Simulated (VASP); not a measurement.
Crystal: ZnO.

```
Zn O
1.0
     3.23735    0.00000    0.00000
    -1.61868    2.80363    0.00000
     0.00000    0.00000    5.22206
Zn O
2 2
Direct
  0.66667 0.33333 0.50059
  0.33333 0.66667 0.00059
  0.66667 0.33333 0.87972
  0.33333 0.66667 0.37972
```

Base run:

```yaml
Program: VASP 6.6.1
Functional: r2SCAN
Potentials_or_basis: VASP PAW PBE potentials, release 64 (Zn, O)
Cutoff: 520 eV
k_mesh: 12 × 12 × 7
Occupations: fermi-dirac, width 0.01 eV
Spin: no spin polarisation
```

Its results: band gap on the k mesh 1.23 eV, direct; pressure 0.5 GPa.

**Question.** The run is repeated on the same cell with these changes: functional from r2SCAN to PBE. What comes out?

**Answer.** Band gap on the k mesh 0.79 eV, direct; pressure 6.6 GPa.

r2SCAN gives the wider gap, since meta-GGAs in the generalised Kohn-Sham scheme recover part of the derivative discontinuity.

Caveats: the PAW data sets were made with another functional, which shifts forces and pressure a little (some runs).

A k mesh can miss the band edges.
